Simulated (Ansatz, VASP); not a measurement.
# Two plane-wave programs on P

```
P
1.0
     2.43610    0.00000    0.00000
     0.00000    2.43610    0.00000
     0.00000    0.00000    2.43610
P
1
Cartesian
  0.0000 0.0000 0.0000
```

Alike in both runs: functional r2SCAN; k mesh 22 × 22 × 22; occupations gaussian, width 0.1 eV; no spin polarisation.

Ansatz relaxed the structure, and its values are those at the end. VASP's run is a single point on that final structure, the one shown.

|  | VASP | Ansatz |
| --- | --- | --- |
| version | VASP 6.6.1 | Ansatz 0.2.0 |
| potentials or method | VASP PAW PBE potentials, release 64 (P), cutoff 520 eV | scalar-relativistic, plane waves, PAW |
| valence electrons in the cell | 5 | 5 |

```tsv
	VASP	Ansatz	Ansatz less VASP
gap on the k mesh at the Fermi level (eV)	none	none	-
pressure (GPa)	-0.5	0.0	+0.50
```

VASP's potentials were made for PBE, not for r2SCAN. A gap of «none» marks a metal or a gap that the smearing closes. The functional is the same, so the differences come from potentials, cutoffs and numerics.
